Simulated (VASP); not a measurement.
# GaN (F-43m) in VASP: a series of runs, part 2 of 2

VASP 6.6.1.

**3. Single point, PBE (volume scaled by 0.94)**

File INCAR:

```
PREC = Accurate
ENCUT = 520
EDIFF = 1E-6
ISMEAR = 0
SIGMA = 0.02
LREAL = F
LASPH = T
NELM = 100
ALGO = Normal
ISIF = 2
LWAVE = F
LCHARG = F
GGA = PE
NBANDS = 16
```

File KPOINTS:

```
Automatic mesh
0
Gamma
  10 10 10
```

File POSCAR:

```
GaN
1.0
    0.0000000000      2.2278124379      2.2278124379
    2.2278124379      0.0000000000      2.2278124379
    2.2278124379      2.2278124379      0.0000000000
Ga N
1 1
Direct
    0.0000000000      0.0000000000      0.0000000000
    0.7500000000      0.7500000000      0.7500000000
```

Potentials or basis: VASP PAW PBE potentials, release 64 (Ga_d, N).

Started as:

```
$ cat potpaw_PBE.64/Ga_d/POTCAR potpaw_PBE.64/N/POTCAR > POTCAR
$ mpirun -np 1 vasp_std > vasp.out
```

It took 6.1 s on 1 thread of Intel Xeon 6975P-C (Granite Rapids), shared host; peak memory 0.14 GiB.

It converged, with:

- Free energy: -12.1016 eV
- Pressure: 12.2 GPa
- Band gap on the k mesh: 1.95 eV, direct

Levels at points of the mesh, in eV from the valence-band top:
```csv
k point,band 5,band 6,band 7,band 8,band 9,band 10,band 11,band 12,band 13,band 14
"(0.00, 0.00, 0.00)",-13.12,-13.12,0.00,0.00,0.00,1.95,10.52,10.52,10.52,18.07
"(0.50, 0.00, 0.00)",-13.07,-11.87,-7.27,-1.01,-1.01,4.88,8.90,10.55,10.55,15.93
"(0.50, 0.50, 0.00)",-13.03,-11.46,-6.27,-2.82,-2.82,3.36,6.87,11.96,14.33,14.33
```

Caveat: the cell differs from its parent crystal (volume scaled by 0.94).

**4. Single point, PBE (volume scaled by 0.91)**

File INCAR:

```
  PREC = Accurate
  ENCUT = 520
  EDIFF = 1E-7
  ISMEAR = 0
  SIGMA = 0.02
  LREAL = F
  LASPH = T
  NELM = 80
  ALGO = Normal
  ISIF = 2
  LWAVE = F
  LCHARG = T
  GGA = PE
  LELF = T
  LVHAR = T
  NBANDS = 16
```

File KPOINTS:

```
regular mesh
0
Gamma
  10 10 10
```

File POSCAR:

```
GaN
1.0
    0.0000000000      2.2038556088      2.2038556088
    2.2038556088      0.0000000000      2.2038556088
    2.2038556088      2.2038556088      0.0000000000
Ga N
1 1
Direct
    0.0000000000      0.0000000000      0.0000000000
    0.7500000000      0.7500000000      0.7500000000
```

Started as:

```
$ cat potpaw_PBE.64/Ga_d/POTCAR potpaw_PBE.64/N/POTCAR > POTCAR
$ mpirun -np 1 vasp_std > vasp.out
```

It took 6.6 s on 1 thread of Intel Xeon 6975P-C (Granite Rapids), shared host; peak memory 0.14 GiB.

It converged, with:

```
Free energy            : -12.0309 eV
Pressure               : 19.9 GPa
Band gap on the k mesh : 2.16 eV, direct
```

Levels at points of the mesh, in eV from the valence-band top:
```tsv
k point	band 7	band 8	band 9	band 10	band 11	band 12
(0.00, 0.00, 0.00)	0.00	0.00	0.00	2.16	10.73	10.73
(0.50, 0.00, 0.00)	-7.49	-1.05	-1.05	5.10	9.06	10.71
(0.50, 0.50, 0.00)	-6.41	-2.95	-2.95	3.37	7.05	12.20
```

Caveat: the cell differs from its parent crystal (volume scaled by 0.91).

**5. Single point, PBE**

This run uses another cell than the first one, of 11.44 Å³/atom, 1.106 times its volume.

File INCAR:

```
ALGO = Normal
EDIFF = 1E-7
ENCUT = 520
GGA = PE
ISIF = 2
ISMEAR = 0
LASPH = True
LCHARG = False
LREAL = False
LWAVE = False
NBANDS = 16
NELM = 80
PREC = Accurate
SIGMA = 0.02
```

File KPOINTS:

```
k-points
0
Gamma
  10 10 10
```

File POSCAR:

```
GaN
1.0
    0.0000000000      2.2535006075      2.2535006075
    2.2535006075      0.0000000000      2.2535006075
    2.2535006075      2.2535006075      0.0000000000
Ga N
1 1
Direct
    0.0000000000      0.0000000000      0.0000000000
    0.7500000000      0.7500000000      0.7500000000
```

Potentials or basis: VASP PAW PBE potentials, release 64 (Ga_d, N).

Started as:

```
$ cat potpaw_PBE.64/Ga_d/POTCAR potpaw_PBE.64/N/POTCAR > POTCAR
$ mpirun -np 1 vasp_std > vasp.out
```

OUTCAR:

```text
EDIFF = 1E-7
   ENCUT = 520
   GGA = PE
   ISIF = 2
   ISMEAR = 0
   LASPH = True
   LREAL = False
   NELM = 80
   PREC = Accurate

 ion  position               nearest neighbor table
   1  0.000  0.000  0.000-   2 1.95   2 1.95   2 1.95   2 1.95
   2  0.750  0.750  0.750-   1 1.95   1 1.95   1 1.95   1 1.95

  LATTYP: Found a face centered cubic cell.
 ALAT       =     4.5070012150

  Lattice vectors:

 A1 = (   0.0000000000,   2.2535006075,   2.2535006075)
 A2 = (   2.2535006075,   0.0000000000,   2.2535006075)
[... 624 lines left out ...]
      3      -7.9363      2.00000
      4      -7.9358      2.00000
      5      -7.7802      2.00000
      6      -6.9183      2.00000
[... 8 lines left out ...]
     15      27.5928      0.00000
     16      27.7094      0.00000

 [... further k-points ...]
[... 5 lines left out ...]
  --------------------------------------------------------------------------------------
  -------------------------------------------------------------------------------------
  Total        0.7234814      0.7234814      0.7234814      0.0000000     -0.0000000      0.0000000
  in kB       50.6448091     50.6448091     50.6448091      0.0000000     -0.0000000      0.0000000
  external PRESSURE =      50.6448091 kB  Pullay stress =       0.0000000 kB

 VOLUME and BASIS-vectors are now :
 -----------------------------------------------------------------------------
  energy-cutoff  :      520.00
  volume of cell :       22.89
      direct lattice vectors                 reciprocal lattice vectors
     0.000000000  2.253500607  2.253500607    -0.221877020  0.221877020  0.221877020
     2.253500607  0.000000000  2.253500607     0.221877020 -0.221877020  0.221877020
     2.253500607  2.253500607  0.000000000     0.221877020  0.221877020 -0.221877020

 POSITION                                       TOTAL-FORCE (eV/Angst)
 -----------------------------------------------------------------------------------
      0.00000      0.00000      0.00000         0.000000      0.000000      0.000000
      3.38025      3.38025      3.38025        -0.000000     -0.000000     -0.000000
 -----------------------------------------------------------------------------------
    total drift:                               -0.000002     -0.000002     -0.000002

  FREE ENERGIE OF THE ION-ELECTRON SYSTEM (eV)
  ---------------------------------------------------
  free  energy   TOTEN  =       -12.1432071377 eV

  energy  without entropy=      -12.1432071377  energy(sigma->0) =      -12.14320714
```

OSZICAR:

```text
N       E                     dE             d eps       ncg     rms          rms(c)
DAV:   1     0.846150183478E+02    0.84615E+02   -0.92609E+03  1656   0.201E+03
DAV:   2    -0.805592786262E+01   -0.92671E+02   -0.85367E+02  1712   0.333E+02
DAV:   3    -0.140749475299E+02   -0.60190E+01   -0.59943E+01  1768   0.718E+01
DAV:   4    -0.141429025378E+02   -0.67955E-01   -0.67947E-01  1912   0.817E+00
DAV:   5    -0.141437930153E+02   -0.89048E-03   -0.89047E-03  1832   0.850E-01    0.772E+00
DAV:   6    -0.121422641529E+02    0.20015E+01   -0.49107E+00  2272   0.397E+01    0.268E+00
DAV:   7    -0.121508239923E+02   -0.85598E-02   -0.31987E-01  1624   0.658E+00    0.177E+00
DAV:   8    -0.121471630175E+02    0.36610E-02   -0.57906E-02  1736   0.326E+00    0.793E-01
DAV:   9    -0.121429389817E+02    0.42240E-02   -0.14361E-02  2272   0.273E+00    0.201E-01
DAV:  10    -0.121433031682E+02   -0.36419E-03   -0.15274E-03  1776   0.541E-01    0.991E-02
DAV:  11    -0.121432020523E+02    0.10112E-03   -0.29041E-04  2232   0.261E-01    0.818E-03
DAV:  12    -0.121432074573E+02   -0.54050E-05   -0.30790E-05  1664   0.530E-02    0.106E-02
DAV:  13    -0.121432072152E+02    0.24207E-06   -0.77233E-07  1888   0.144E-02    0.308E-03
DAV:  14    -0.121432071377E+02    0.77484E-07   -0.51345E-08  1320   0.286E-03
   1 F= -.12143207E+02 E0= -.12143207E+02  d E =-.273757E-46
```

stdout:

```text
POSCAR found type information on POSCAR GaN
 POSCAR found :  2 types and       2 ions
 scaLAPACK will be used
 LDA part: xc-table for (Slater+PW92), standard interpolation
 POSCAR, INCAR and KPOINTS ok, starting setup
 FFT: planning ... GRIDC
 FFT: planning ... GRID_SOFT
 FFT: planning ... GRID
 WAVECAR not read
 entering main loop
```

It took 6.4 s on 1 thread of Intel Xeon 6975P-C (Granite Rapids), shared host; peak memory 0.14 GiB.

Results:

| Property | Result |
| --- | --- |
| Free energy | -12.1432 eV |
| Pressure | 5.1 GPa |
| Band gap on the k mesh | 1.72 eV, direct |

**6. Summary**

| cell | gap on the mesh (eV) | pressure (GPa) |
| --- | --- | --- |
| a = 3.082 Å, angles 60.0°, 2 atoms | 2.37 | 29.0 |
| a = 3.151 Å, angles 60.0°, 2 atoms | 1.95 | 12.2 |
| a = 3.117 Å, angles 60.0°, 2 atoms | 2.16 | 19.9 |
| a = 3.187 Å, angles 60.0°, 2 atoms | 1.72 | 5.1 |

Alike in all rows: task single point; level PBE; potentials or basis VASP PAW PBE potentials, release 64 (Ga_d, N); no spin polarisation; k mesh 10 × 10 × 10; cutoff (eV) 520; smearing gaussian 0.02 eV.

Total energies depend on the potentials used, so only differences within one code and one set of settings carry meaning.
